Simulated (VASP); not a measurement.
Runs of VASP 6.6.1 on Cu. The structure is that of space group Im-3m (No. 229), or close to it. The cells are those of the table. This isn't the form of Cu at room conditions, which is fcc.

```csv
task,cell,gap on the mesh (eV),pressure (GPa)
relaxation of cell and atoms,"relaxed to 10 GPa from a = 2.485 Å, angles 109.5°, 1 atom",none,10.0
relaxation of cell and atoms,"relaxed to 20 GPa from a = 2.485 Å, angles 109.5°, 1 atom",none,19.9
single point,"a = 2.461 Å, angles 109.5°, 1 atom",none,0.6
single point,"a = 2.417 Å, angles 109.5°, 1 atom",none,(a)
relaxation of cell and atoms,"relaxed from a = 2.485 Å, angles 109.5°, 1 atom",none,-0.1
single point,"a = 2.383 Å, angles 109.5°, 1 atom",none,20.5
relaxation of cell and atoms,"relaxed to 30 GPa from a = 2.485 Å, angles 109.5°, 1 atom",none,30.0
single point,"a = 2.354 Å, angles 109.5°, 1 atom",none,30.6
```

Alike in all rows: level r2SCAN; potentials or basis VASP PAW PBE potentials, release 64 (Cu); no spin polarisation; k mesh 11 × 11 × 11; cutoff (eV) 660; smearing gaussian 0.05 eV.

Fill in the values left out.

(a) 10.6.

Caveats: the PAW data sets were made with another functional, which shifts forces and pressure a little; the cell is relaxed towards a set pressure, so the run minimises the enthalpy, not the energy (at least some runs); the cell stands under pressure (at least some runs).

A gap of «none» marks levels without a gap at the run's occupations.
